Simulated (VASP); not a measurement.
**RuPt2: single point with PBE**

The system is RuPt2.

```
CELL_PARAMETERS angstrom
1.38822 -2.40447 0.00000
-4.16466 -2.40447 0.00000
0.00000 0.00000 -13.51521
ATOMIC_POSITIONS crystal
Ru 0.50000 0.50000 0.75000
Ru 0.00000 0.00000 0.75000
Ru 0.00000 0.00000 0.25000
Ru 0.50000 0.50000 0.25000
Pt 0.50000 0.83333 0.91205
Pt 0.00000 0.33333 0.91205
Pt 0.00000 0.66667 0.41205
Pt 0.50000 0.16667 0.41205
Pt 0.50000 0.83333 0.58795
Pt 0.00000 0.33333 0.58795
Pt 0.00000 0.66667 0.08795
Pt 0.50000 0.16667 0.08795
```

```
Program             : VASP 6.6.1
Task                : single point
Functional          : PBE
Potentials or basis : VASP PAW PBE potentials, release 64 (Ru_pv, Pt)
Cutoff              : 520 eV
k mesh              : 8 × 4 × 2
Occupations         : gaussian, width 0.2 eV
Spin                : no spin polarisation
```

- Pressure: -0.2 GPa
- Largest force: 0.019 eV/Å
- Band gap on the k mesh: zero (band 68 reaches 12.08 eV, above the bottom of band 69 at 10.71 eV)

Forces in eV/Å, atoms in the order of the input:
```
Ru   0.009  0.005  0.000
Ru   0.009  0.005  0.000
Ru  -0.009 -0.005  0.000
Ru  -0.009 -0.005  0.000
Pt  -0.007 -0.004 -0.018
Pt  -0.007 -0.004 -0.018
Pt   0.007  0.004 -0.018
Pt   0.007  0.004 -0.018
Pt  -0.007 -0.004  0.018
Pt  -0.007 -0.004  0.018
Pt   0.007  0.004  0.018
Pt   0.007  0.004  0.018
```

Stress tensor (GPa, compression positive):
```
-0.13  0.00  0.00
 0.00 -0.13  0.00
 0.00  0.00 -0.37
```

Levels at points of the mesh, in eV from the Fermi level:
| k point | band 64 | band 65 | band 66 | band 67 | band 68 | band 69 | band 70 | band 71 | band 72 | band 73 |
| --- | --- | --- | --- | --- | --- | --- | --- | --- | --- | --- |
| (0.00, 0.00, 0.00) | -0.65 | -0.42 | -0.28 | -0.11 | -0.07 | -0.02 | 0.01 | 0.03 | 0.11 | 0.11 |
| (0.50, 0.00, 0.00) | -0.28 | 0.09 | 0.09 | 0.44 | 0.44 | 0.60 | 0.60 | 0.71 | 0.71 | 2.16 |
| (0.00, 0.50, 0.00) | -1.62 | -1.54 | -1.54 | -0.98 | -0.98 | -0.70 | -0.70 | -0.42 | -0.42 | -0.14 |
| (0.50, 0.50, 0.00) | 0.02 | 0.03 | 0.03 | 0.67 | 0.67 | 1.31 | 1.31 | 1.32 | 1.32 | 1.66 |
| (0.00, 0.00, 0.50) | -0.91 | -0.09 | -0.09 | -0.02 | -0.02 | 0.27 | 0.27 | 0.32 | 0.32 | 0.32 |
| (0.50, 0.00, 0.50) | -0.42 | 0.14 | 0.14 | 0.14 | 0.14 | 0.71 | 0.71 | 0.71 | 0.71 | 2.19 |
| (0.00, 0.50, 0.50) | -1.60 | -1.46 | -1.46 | -1.46 | -1.46 | -0.32 | -0.32 | -0.32 | -0.32 | 0.29 |
| (0.50, 0.50, 0.50) | 0.28 | 0.35 | 0.35 | 0.35 | 0.35 | 1.01 | 1.01 | 1.01 | 1.01 | 1.32 |

Wall time 19 min on 1 thread of AMD EPYC 7R13, with other jobs on the host, peak memory 0.46 GiB.

Caveat: spin-orbit coupling is left out, which moves the levels of the heavy elements.
